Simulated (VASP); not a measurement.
**Si16CO: single point with PBE**

Si16CO, a slab with vacuum:

```
Si C O
1.0
     7.73541    0.00000    0.00000
     0.00000    7.73541    0.00000
     0.00000    0.00000   22.11192
Si C O
16 1 1
Direct
  0.00000 0.25000 0.18090
  0.00000 0.75000 0.18090
  0.50000 0.25000 0.18090
  0.50000 0.75000 0.18090
  0.00000 0.00000 0.24274
  0.00000 0.50000 0.24274
  0.50000 0.00000 0.24274
  0.50000 0.50000 0.24274
  0.25000 0.00000 0.30620
  0.25000 0.50000 0.30620
  0.75000 0.00000 0.30620
  0.75000 0.50000 0.30620
  0.25000 0.25000 0.36686
  0.25000 0.75000 0.36686
  0.75000 0.25000 0.36686
  0.75000 0.75000 0.36686
  0.50000 0.75000 0.32570
  0.42758 0.76941 0.37114
```

```json
{"Program": "VASP 6.6.1", "Task": "single point", "Functional": "PBE", "Potentials or basis": "VASP PAW PBE potentials, release 64 (Si, C, O)", "Cutoff": "520 eV", "k mesh": "4 × 4 × 1", "Occupations": "gaussian, width 0.05 eV", "Spin": "no spin polarisation", "Dipole correction": "yes", "Further INCAR settings": "LREAL = Auto; ALGO = Normal; EDIFF = 1e-07; NBANDS = 52"}
```

```json
{"Largest force": "20.845 eV/Å", "Band gap on the k mesh": "zero (bands 37 and 38 overlap by 0.06 eV)"}
```

Forces on the atoms (eV/Å):
```
Si   -0.051   0.013   0.216
Si   -0.008   0.001   0.224
Si   -0.006  -0.025   0.003
Si    0.084  -0.037   0.279
Si    0.083   0.152  -0.262
Si    0.131  -0.093  -0.271
Si   -0.050  -0.174   0.015
Si   -0.025   0.026  -0.114
Si   -1.143   1.083  -0.614
Si   -0.549  -0.803  -0.348
Si    0.171   0.356  -0.240
Si    0.197  -0.351  -0.239
Si   -0.054  -0.015  -0.028
Si  -20.713  -1.860  -1.424
Si   -0.051  -0.022   0.209
Si    0.691  -0.164  -0.319
C     7.312  -1.321  -9.467
O    13.981   3.236  12.379
```

Levels at points of the mesh, in eV from the Fermi level:
```csv
k point,band 33,band 34,band 35,band 36,band 37,band 38,band 39,band 40,band 41,band 42
"(0.00, 0.00, 0.00)",-0.90,-0.49,-0.37,-0.12,0.03,0.13,0.38,0.62,0.74,1.06
"(0.50, 0.00, 0.00)",-0.72,-0.65,-0.48,-0.41,-0.06,0.46,0.85,0.87,0.94,0.96
"(0.00, 0.50, 0.00)",-0.67,-0.57,-0.54,-0.41,-0.11,-0.03,0.00,0.10,0.31,1.33
"(0.50, 0.50, 0.00)",-0.50,-0.38,-0.35,-0.28,-0.04,0.28,0.52,0.59,0.70,0.82
```

Run time: 24 min on 1 thread of Intel(R) Xeon(R) 6975P-C (Granite Rapids), with other jobs on the host, peak memory 1.4 GiB.
